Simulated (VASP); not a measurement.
Write the native input for VASP 6.6.1 that does the following.

* Task: single point
* Functional: LDA
* Potentials or basis: VASP PAW LDA potentials, release 64 (Pb_d, Se)
* Cutoff: 500 eV
* k mesh: 4 × 4 × 4
* Occupations: gaussian, width 0.05 eV
* Spin: no spin polarisation
* Dipole correction: no
* Further INCAR settings: ALGO = Normal; EDIFF = 1e-06; NBANDS = 20

The structure of PbSe2 lies in POSCAR:

```
PbSe2
1.0
    0.0000000000      3.4473811582      3.4473811582
    3.4473811582      0.0000000000      3.4473811582
    3.4473811582      3.4473811582      0.0000000000
Pb Se
1 2
Direct
    0.0000000000      0.0000000000      0.0000000000
    0.2500000000      0.2500000000      0.2500000000
    0.7500000000      0.7500000000      0.7500000000
```

These files were run (other wordings do the same):

INCAR

```
PREC     = Accurate       # precision mode
ENCUT    = 500            # plane-wave cutoff, eV
EDIFF    = 1E-6           # SCF threshold, eV
ISMEAR   = 0              # smearing method
SIGMA    = 0.05           # smearing width, eV
LREAL    = F              # projectors in reciprocal space
LASPH    = T              # aspherical terms in the spheres
NELM     = 120            # most SCF steps
ALGO     = Normal         # electronic algorithm
ISIF     = 2              # what is computed and relaxed
LWAVE    = F              # write WAVECAR
LCHARG   = F              # write CHGCAR
GGA      = CA             # functional
NBANDS   = 20             # bands
GGA_COMPAT= F
```

KPOINTS

```
regular mesh
0
Gamma
  4 4 4
```

Potentials or basis: VASP PAW LDA potentials, release 64 (Pb_d, Se).

Command:

```sh
$ cat potpaw_LDA.64/Pb_d/POTCAR potpaw_LDA.64/Se/POTCAR > POTCAR
$ mpirun -np 1 vasp_std > vasp.out
```

Results of the run:

```yaml
Pressure: 0.3 GPa
Band_gap_on_the_k_mesh: zero (band 13 reaches 4.50 eV, above the bottom of band 14 at 2.81 eV)
```

Caveat: the k points lie up to 0.39 Å⁻¹ apart; spin-orbit coupling is left out, which moves the levels of the heavy elements.

It took 4.8 s on 1 thread of Intel(R) Xeon(R) 6975P-C (Granite Rapids), on a shared host, peak memory 0.17 GiB.
